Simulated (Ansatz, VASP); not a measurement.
**One calculation of SiC3, two programs**

Contents of INCAR:

```
SYSTEM = SiC3
PREC     = Accurate       ! precision mode
ENCUT    = 520            ! plane-wave cutoff, eV
EDIFF    = 1E-6           ! SCF threshold, eV
ISMEAR   = 0              ! smearing method
SIGMA    = 0.1            ! smearing width, eV
LREAL    = .False.        ! projectors in reciprocal space
LASPH    = .True.         ! aspherical terms in the spheres
NELM     = 150            ! most SCF steps
ALGO     = Normal         ! electronic algorithm
ISIF     = 2              ! what is computed and relaxed
LWAVE    = .False.        ! write WAVECAR
LCHARG   = .False.        ! write CHGCAR
ISPIN    = 2              ! spin polarisation
MAGMOM   = 0 1 1 1        ! initial moments
LORBIT   = 11             ! projections on sites
GGA      = PE             ! functional
NBANDS   = 20             ! bands
```

Contents of KPOINTS:

```
regular mesh
0
Gamma
  6 6 4
  0 0 0
```

Contents of POSCAR:

```
SiC3
1.0
    2.5136656060      0.0000000000      0.0000000000
   -1.2568328030      2.1768982714      0.0000000000
    0.0000000000      0.0000000000      6.5247040459
Si C
1 3
Direct
    0.3333333333      0.6666666667      0.5000000000
    0.3333333333      0.6666666667      0.0000000000
    0.6666666667      0.3333333333      0.1315508565
    0.6666666667      0.3333333333      0.8684491435
```

Input for Ansatz:

```yaml
crystal:
  lattice:
    - [2.513665606, 0.0, 0.0]
    - [-1.256832803, 2.1768982714, 0.0]
    - [0.0, 0.0, 6.5247040459]
  atoms:
    - { symbol: Si, position: [0.3333333333, 0.6666666667, 0.5] }
    - { symbol: C, position: [0.3333333333, 0.6666666667, 0.0], spin: 1.0 }
    - { symbol: C, position: [0.6666666667, 0.3333333333, 0.1315508565], spin: 1.0 }
    - { symbol: C, position: [0.6666666667, 0.3333333333, 0.8684491435], spin: 1.0 }
basis:
  ecutwfc: 420
kpoints:
  mp_grid: { grid: [6, 6, 4] }
hamiltonian:
  xc: pbe
scf:
  occupations: { method: gaussian, width: 0.1 }
  lower_state_search: "off"
output:
  forces: true
  stress: true
  eigenvalues: true
  populations: true
magnetization:
  spin_polarized: true
```

Alike in both runs: task single point; functional PBE; k mesh 6 × 6 × 4; occupations gaussian, width 0.1 eV; collinear spin.

|  | VASP | Ansatz |
| --- | --- | --- |
| version | VASP 6.6.1 | Ansatz 0.2.0 |
| potentials or method | VASP PAW PBE potentials, release 64 (Si, C), cutoff 520 eV | scalar-relativistic, plane waves, PAW |
| valence electrons in the cell | 16 | 16 |

Ansatz gave:

```
gap on the k mesh at the Fermi level (eV)                     : none
pressure (GPa)                                                : 0.0
traceless stress, the component that is largest in VASP (GPa) : -0.06
rms of the force components (eV/Å)                            : 0.002
net moment per atom (μB)                                      : 0.00
```

Problem. Which values does VASP return?

Solution. gap on the k mesh at the Fermi level (eV): none; pressure (GPa): 0.2; traceless stress, the component that is largest in VASP (GPa): 0.02; rms of the force components (eV/Å): 0.018; net moment per atom (μB): 0.00.

Atom by atom the forces differ by 0.016 eV/Å (rms over components). A gap of «none» marks a metal or a gap that the smearing closes. Ansatz's warnings: seeded moment not kept.

The k mesh is coarse, so the values compare programs but aren't converged.
